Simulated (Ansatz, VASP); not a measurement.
TiB2 in VASP and in Ansatz

```xyz
3
Lattice="3.0292 0.0000 0.0000 -1.5146 2.6234 0.0000 0.0000 0.0000 3.2284" Properties=species:S:1:pos:R:3 pbc="T T T"
Ti    0.0000    0.0000    0.0000
B     1.5146    0.8745    1.6142
B     0.0000    1.7489    1.6142
```

Alike in both runs: task relaxation of cell and atoms; functional RPBE; k mesh 10 × 10 × 8; occupations fermi-dirac, width 0.05 eV; no spin polarisation.

|  | VASP | Ansatz |
| --- | --- | --- |
| version | VASP 6.6.1 | Ansatz 0.2.0 |
| potentials or method | VASP PAW PBE potentials, release 64 (Ti_sv, B) | Ansatz PAW |
| plane-wave cutoff (eV) | 600 | 420 |
| valence electrons in the cell | 18 | 18 |

```csv
,VASP,Ansatz,Ansatz less VASP
"gap on the k mesh at the Fermi level, each at its own relaxed structure (eV)",none,none,-
relaxed volume (Å³/atom),8.72,8.72,-0.002
relaxed cell length with the largest relative difference (Å),3.048,3.048,-0.0004
```

VASP's potentials were made for PBE, not for RPBE. A gap of «none» marks a metal or a gap that the smearing closes.

Noted on Ansatz's run: the plane-wave basis is chosen anew once the cell has moved, so the energies of steps on either side of that aren't comparable.
